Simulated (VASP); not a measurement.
Write the native input for VASP 6.6.1 that does the following.

```
Task                   : single point
Functional             : PBE
Potentials or basis    : VASP PAW PBE potentials, release 64 (Ti_sv, O)
Cutoff                 : 520 eV
k mesh                 : 10 × 10 × 10
Occupations            : fermi-dirac, width 0.02 eV
Spin                   : no spin polarisation
Dipole correction      : no
Further INCAR settings : ALGO = Normal; EDIFF = 1e-06; NBANDS = 19
```

The structure of TiO2 lies in POSCAR:

```
TiO2
1.0
    0.0000000000      2.3275589332      2.3968272404
    2.3275589332      0.0000000000      2.3968272404
    2.3275589332      2.3275589332      0.0000000000
Ti O
1 2
Direct
    0.0000000000      0.0000000000      0.0000000000
    0.2500000000      0.2500000000      0.2500000000
    0.7500000000      0.7500000000      0.7500000000
```

This cell differs from its parent crystal: biaxial xy strain -2.9%.

One way to write it, as run:

INCAR

```
PREC = Accurate
ENCUT = 520
EDIFF = 1E-6
ISMEAR = -1
SIGMA = 0.02
LREAL = F
LASPH = T
NELM = 80
ALGO = Normal
ISIF = 2
LWAVE = F
LCHARG = F
GGA = PE
NBANDS = 19
```

KPOINTS

```
Automatic mesh
0
Gamma
  10 10 10
```

Potentials or basis: VASP PAW PBE potentials, release 64 (Ti_sv, O).

The run is started by

```sh
$ cat potpaw_PBE.64/Ti_sv/POTCAR potpaw_PBE.64/O/POTCAR > POTCAR
$ mpirun -np 1 vasp_std > vasp.out
```

It gave:

```json
{"Pressure": "25.2 GPa", "Band gap on the k mesh": "0.95 eV (least direct gap 1.71 eV)"}
```

Caveat: the cell differs from its parent crystal (biaxial xy strain -2.9%); the cell stands under pressure.

Run time: 61 s on 1 thread of Intel(R) Xeon(R) Platinum 8259CL CPU @ 2.50GHz (Skylake/Cascade Lake), on a shared host, peak memory 0.18 GiB.
